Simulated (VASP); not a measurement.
Li2ClF:

```xyz
4
Lattice="1.6167 0.9334 5.2638 -1.6167 0.9334 5.2638 0.0000 -1.8668 5.2638" Properties=species:S:1:pos:R:3 pbc="T T T"
F     1.6167    0.9334    5.2638
Cl    0.0000    0.0000    7.8956
Li    0.0000    0.0000    4.1636
Li    0.0000    0.0000   11.6276
```

This cell differs from its parent crystal: biaxial xy strain -1.7%.

Base run:

```yaml
Program: VASP 6.6.1
Functional: r2SCAN
Potentials_or_basis: VASP PAW PBE potentials, release 64 (F, Cl, Li_sv)
Cutoff: 520 eV
k_mesh: 10 × 10 × 10
Occupations: gaussian, width 0.01 eV
Spin: no spin polarisation
```

Its results: band gap on the k mesh 5.60 eV, direct; largest force 0.023 eV/Å.

Task: The run is repeated on the same cell with these changes: functional from r2SCAN to PBE; occupations from gaussian, width 0.01 eV to fermi-dirac, width 0.02 eV. What comes out?

Result: Band gap on the k mesh 4.82 eV, direct; largest force 0.021 eV/Å.

Caveats: the PAW data sets were made with another functional, which shifts forces and pressure a little (some runs).

A k mesh can miss the band edges.
